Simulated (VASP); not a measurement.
CsCaBr3, 5 atoms in the cell. Symmetry: Pm-3m, No. 221, cubic system. Conventional cell: a = 5.801 Å, b = 5.801 Å, c = 5.801 Å, α = 90.00°, β = 90.00°, γ = 90.00°. Cs (site symmetry m-3m) has 12 Br at 4.10 Å and 8 Ca at 5.02 Å within 5.4 Å. Within 3.8 Å of Ca (site symmetry m-3m) lie 6 Br at 2.90 Å. Within 3.8 Å of Br (site symmetry 4/mmm) lie 2 Ca at 2.90 Å. 

```yaml
Program: VASP 6.6.1
Task: single point
Functional: r2SCAN
Potentials_or_basis: VASP PAW PBE potentials, release 64 (Cs_sv, Ca_sv, Br)
Cutoff: 520 eV
k_mesh: 4 × 4 × 4
Occupations: gaussian, width 0.02 eV
Spin: no spin polarisation
Dipole_correction: no
Further_INCAR_settings: ALGO = Normal; EDIFF = 1e-06; NBANDS = 28
```

Potentials or basis: VASP PAW PBE potentials, release 64 (Cs_sv, Ca_sv, Br).

The run is started by

```bash
$ cat potpaw_PBE.64/Cs_sv/POTCAR potpaw_PBE.64/Ca_sv/POTCAR potpaw_PBE.64/Br/POTCAR > POTCAR
$ cp INCAR.step1 INCAR
$ mpirun -np 1 vasp_std > vasp.out
$ cp INCAR.step2 INCAR
$ mpirun -np 1 vasp_std > vasp.out
```

Hardware: 1 thread of Intel(R) Xeon(R) Platinum 8559C (Emerald Rapids) (shared host).

**Question.** Estimate the wall time of this run.

**Answer.** Wall time 2.4 min on 1 thread of Intel(R) Xeon(R) Platinum 8559C (Emerald Rapids), on a shared host, peak memory 0.39 GiB. Counts: k points 10.
